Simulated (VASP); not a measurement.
Input of a VASP 6.6.1 run:

POSCAR

```
NaH
1.0
    0.0000000000      2.3649715900      2.3649715900
    2.3649715900      0.0000000000      2.3649715900
    2.3649715900      2.3649715900      0.0000000000
Na H
1 1
Direct
    0.0000000000      0.0000000000      0.0000000000
    0.5000000000      0.5000000000      0.5000000000
```

The input INCAR.step1:

```
SYSTEM = NaH
ALGO = Normal
EDIFF = 1E-4
ENCUT = 520
GGA = PE
ISMEAR = -1
LASPH = .TRUE.
LCHARG = .FALSE.
LREAL = .FALSE.
LWAVE = .TRUE.
NELM = 100
PREC = Accurate
SIGMA = 0.02
```

The input INCAR.step2:

```
SYSTEM = NaH
ALGO = Normal
EDIFF = 1E-6
EDIFFG = -0.01
ENCUT = 520
IBRION = 2
ISIF = 2
ISMEAR = -1
ISTART = 1
LASPH = .TRUE.
LCHARG = .FALSE.
LMIXTAU = .TRUE.
LREAL = .FALSE.
LWAVE = .FALSE.
METAGGA = R2SCAN
NELM = 100
NSW = 50
PREC = Accurate
SIGMA = 0.02
```

KPOINTS

```
k-points
0
G
  10 10 10
  0 0 0
```

Potentials or basis: VASP PAW PBE potentials, release 64 (Na_pv, H).

Command:

```console
$ cat potpaw_PBE.64/Na_pv/POTCAR potpaw_PBE.64/H/POTCAR > POTCAR
$ cp INCAR.step1 INCAR
$ mpirun -np 1 vasp_std > vasp.out
$ cp INCAR.step2 INCAR
$ mpirun -np 1 vasp_std > vasp.out
```

**Question.** What does it give for the band gap on the k mesh?

**Answer.** 4.50 eV, indirect (least direct gap 5.35 eV).

Final structure:
```yaml
crystal:
  lattice:
    - [0.00000, 2.36497, 2.36497]
    - [2.36497, 0.00000, 2.36497]
    - [2.36497, 2.36497, 0.00000]
  atoms:
    - { symbol: Na, position: [0.00000, 0.00000, 0.00000] }
    - { symbol: H, position: [0.50000, 0.50000, 0.50000] }
```

Caveat: the relaxation stopped at its first step, so nothing moved; the PAW data sets were made with another functional, which shifts forces and pressure a little. r2SCAN opens gaps a little over a GGA but as a rule still falls short of measured ones.
